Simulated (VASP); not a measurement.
# BN (Fmm2) in VASP: further runs

The runs below take BN through single point, with LDA.

Everything below comes from runs of VASP 6.6.1. Logs are shortened: lines on timing, memory, paths and dates and some standing lists are left out, and cuts for length are marked.

### 1 The cell of the first run

It takes space group Fmm2 (No. 42, orthorhombic). The conventional cell has a = 2.503 Å, b = 6.991 Å, c = 4.332 Å, α = 90.00°, β = 90.00°, γ = 90.00°. B (site symmetry mm2) has 3 N at 1.24 to 1.55 Å within 1.7 Å. N (site symmetry mm2) has 3 B at 1.24 to 1.55 Å within 1.7 Å.

### 2 Single point, LDA (all B atoms moved -0.200 Å, as atom 1 along Cartesian [0 0 1])

Contents of INCAR:

```
PREC     = Accurate       # precision mode
ENCUT    = 600            # plane-wave cutoff, eV
EDIFF    = 1E-6           # SCF threshold, eV
ISMEAR   = 0              # smearing method
SIGMA    = 0.05           # smearing width, eV
LREAL    = False          # projectors in reciprocal space
LASPH    = True           # aspherical terms in the spheres
NELM     = 120            # most SCF steps
ALGO     = Normal         # electronic algorithm
ISIF     = 2              # what is computed and relaxed
LWAVE    = False          # write WAVECAR
LCHARG   = False          # write CHGCAR
GGA      = CA             # functional
NBANDS   = 11             # bands
GGA_COMPAT= False
```

Contents of KPOINTS:

```
regular mesh
0
Gamma
  12 12 12
```

Contents of POSCAR:

```
BN
1.0
    0.0000000000      3.4953158300      2.1660912400
    1.2516321000      0.0000000000      2.1660912400
    1.2516321000      3.4953158300      0.0000000000
B N
1 1
Direct
   -0.0461174570     -0.0461174570      1.0461174570
    0.6666513400      0.6666513400      0.3333486600
```

Potentials or basis: VASP PAW LDA potentials, release 64 (B, N).

Command:

```console
$ cat potpaw_LDA.64/B/POTCAR potpaw_LDA.64/N/POTCAR > POTCAR
$ mpirun -np 1 vasp_std > vasp.out
```

OUTCAR:

```text
PREC = Accurate
   ENCUT = 600
   EDIFF = 1E-6
   ISMEAR = 0
   LREAL = False
   LASPH = True
   NELM = 120
   ISIF = 2
   GGA = CA

 ion  position               nearest neighbor table
   1  0.954  0.954  0.046-   2 1.24   2 1.55   2 1.55
   2  0.667  0.667  0.333-   1 1.24   1 1.55   1 1.55

  LATTYP: Found a face centered orthorhombic cell.
 ALAT       =     2.5032642000
 B/A-ratio  =     1.7306133647
 C/A-ratio  =     2.7926064137

  Lattice vectors:

 A1 = (   0.0000000000,   3.4953158300,   2.1660912400)
 A2 = (  -1.2516321000,   3.4953158300,   0.0000000000)
 A3 = (  -1.2516321000,   0.0000000000,   2.1660912400)

Analysis of symmetry for initial positions (statically):
=====================================================================
 Subroutine PRICEL returns:
 Original cell was already a primitive cell.

 Routine SETGRP: Setting up the symmetry group for a
 face centered orthorhombic supercell.

 Subroutine GETGRP returns: Found  4 space group operations
 (whereof  4 operations were pure point group operations)
 out of a pool of  8 trial point group operations.

The static configuration has the point symmetry C_2v.

Analysis of symmetry for dynamics (positions and initial velocities):
=====================================================================
 Subroutine PRICEL returns:
 Original cell was already a primitive cell.

 Routine SETGRP: Setting up the symmetry group for a
 face centered orthorhombic supercell.

 Subroutine GETGRP returns: Found  4 space group operations
 (whereof  4 operations were pure point group operations)
 out of a pool of  8 trial point group operations.

The dynamic configuration has the point symmetry C_2v.

 Subroutine INISYM returns: Found  4 space group operations
 (whereof  4 operations are pure point group operations),
 and found     1 'primitive' translations

----------------------------------------------------------------------------------------

                                     Primitive cell

  volume of cell :      18.9526

  direct lattice vectors                    reciprocal lattice vectors
     0.000000000  3.495315830  2.166091240    -0.399478409  0.143048590  0.230830535
     1.251632100  0.000000000  2.166091240     0.399478409 -0.143048590  0.230830535
     1.251632100  3.495315830  0.000000000     0.399478409  0.143048590 -0.230830535

  length of vectors
     4.112077822  2.501706252  3.712656147     0.483041027  0.483041027  0.483041027

  position of ions in fractional coordinates (direct lattice)
[... 83 lines left out ...]
   IBRION =     -1    ionic relax: 0-MD 1-quasi-New 2-CG
   NFREE  =      0    steps in history (QN), initial steepest desc. (CG)
   ISIF   =      2    stress and relaxation
   ISYM   =      2    0-nonsym 1-usesym 2-fastsym
   POTIM  = 0.5000    time-step for ionic-motion
   TEBEG  =    0.0;   TEEND  =   0.0 temperature during run
   PSTRESS=    0.0 pullay stress
   NELECT =       8.0000    total number of electrons
   NUPDOWN=      -1.0000    fix difference up-down
   EMIN   =  10.00;   EMAX   =-10.00  energy-range for DOS
   EFERMI =   0.00;   METHOD = LEGACY
   ISMEAR =     0;   SIGMA  =   0.05  broadening in eV -4-tet -1-fermi 0-gaus
   EFERMI_NEDOS =   21; number of points for ismear=-14 and -15
   IALGO  =     38    algorithm
   IMIX   =      4    mixing-type and parameters
     AMIX     =   0.40;   BMIX     =  1.00
     AMIX_MAG =   1.60;   BMIX_MAG =  1.00
  volume/ion in A,a.u.               =       9.48        63.95
  Fermi-wavevector in a.u.,A,eV,Ry     =   1.228047  2.320672 20.518928  1.508099
  Thomas-Fermi vector in A             =   2.362987
   LORBIT       =      0    0 simple, 1 ext, 2 COOP (PROOUT), +10 PAW based schemes
   GGA     = CA    functional components
   LHFCALC =     F    Hartree Fock is set to
   AEXX    =    0.0000 exact exchange contribution
   IVDW    =     0    specifies the selected vdW correction
   LEPSILON=     F    determine dielectric tensor
   LRPA    =     F    only Hartree local field effects (RPA)
 non-spin polarized calculation
 Gauss-broadening in eV      SIGMA  =   0.05
  energy-cutoff  :      600.00
  volume of cell :       18.95
 maximum number of plane-waves:       650
 NGX is ok and might be reduce to    36
   NGX = 17   NGY =  9   NGZ = 15

 number of electron       8.0000000 magnetization

 Free energy of the ion-electron system (eV)
  ---------------------------------------------------
  ext. energy  EPLUGINS =         0.00000000
  ---------------------------------------------------
  free energy    TOTEN  =       -18.25769811 eV

  energy without entropy =      -18.25769811  energy(sigma->0) =      -18.25769811

 E-fermi :   2.7021     XC(G=0): -10.1778

 val. band max:        2.4906699342   @ k =   0.0000   0.0000   0.0000
 cond. band min:       4.4088938944   @ k =   0.0000   0.5000   0.5000
 fundamental gap:      1.9182239601
 Fermi energy:         2.7021416266

 k-point     1 :       0.0000    0.0000    0.0000
  band No.  band energies     occupation
      1     -15.8710      2.00000
      2      -2.8263      2.00000
      3      -1.7333      2.00000
      4       2.4907      2.00000
      5       6.3317      0.00000
      6      10.6055      0.00000
      7      14.8529      0.00000
      8      14.9569      0.00000
      9      17.8865      0.00000
     10      26.9413      0.00000
     11      27.0059      0.00000
[... 309 lines left out ...]
 k-point    24 :      -0.4167    0.1667    0.0000
  band No.  band energies     occupation
      1     -12.5330      2.00000
      2      -6.6831      2.00000
      3      -3.7872      2.00000
      4       0.6199      2.00000
      5       7.2460      0.00000
      6      11.8391      0.00000
      7      14.5140      0.00000
      8      16.4698      0.00000
      9      19.5308      0.00000
     10      22.4023      0.00000
     11      24.3891      0.00000

 [... further k-points ...]
[... 5 lines left out ...]
  --------------------------------------------------------------------------------------
  -------------------------------------------------------------------------------------
  Total       -1.3864647     -0.1402399      6.5309220      0.0000000      0.0000000      0.0000000
  in kB     -117.2059184    -11.8552928    552.0967864      0.0000000      0.0000000      0.0000000
  external PRESSURE =     141.0118584 kB  Pullay stress =       0.0000000 kB

 VOLUME and BASIS-vectors are now :
 -----------------------------------------------------------------------------
  energy-cutoff  :      600.00
  volume of cell :       18.95
      direct lattice vectors                 reciprocal lattice vectors
     0.000000000  3.495315830  2.166091240    -0.399478409  0.143048590  0.230830535
     1.251632100  0.000000000  2.166091240     0.399478409 -0.143048590  0.230830535
     1.251632100  3.495315830  0.000000000     0.399478409  0.143048590 -0.230830535

 POSITION                                       TOTAL-FORCE (eV/Angst)
 -----------------------------------------------------------------------------------
      1.25163      3.49532      4.13239         0.000000      0.000000     11.487077
      1.25163      3.49532      2.88806         0.000000      0.000000    -11.487077
 -----------------------------------------------------------------------------------
    total drift:                                0.000002     -0.000002     -0.000364

  FREE ENERGIE OF THE ION-ELECTRON SYSTEM (eV)
  ---------------------------------------------------
  free  energy   TOTEN  =       -18.2576981121 eV

  energy  without entropy=      -18.2576981121  energy(sigma->0) =      -18.25769811
```

Run time: 26 s. Hardware: 1 thread of Intel Xeon 6975P-C (Granite Rapids), shared host; peak memory 0.18 GiB.

Results:

* Free energy: -18.2577 eV
* Pressure: 14.1 GPa
* Largest force: 11.487 eV/Å
* Band gap on the k mesh: 1.92 eV, indirect (least direct gap 3.62 eV)

Forces on the atoms (eV/Å):
```
B     0.000   0.000  11.487
N     0.000   0.000 -11.487
```

Stress tensor (GPa, compression positive):
```
-11.72   0.00   0.00
  0.00  -1.19   0.00
  0.00   0.00  55.21
```

Caveat: the cell differs from its parent crystal (all B atoms moved -0.200 Å, as atom 1 along Cartesian [0 0 1]); forces of over 1 eV/Å act on the atoms, so gaps and moduli don't describe the material at rest.

[end of part 1 of 2]
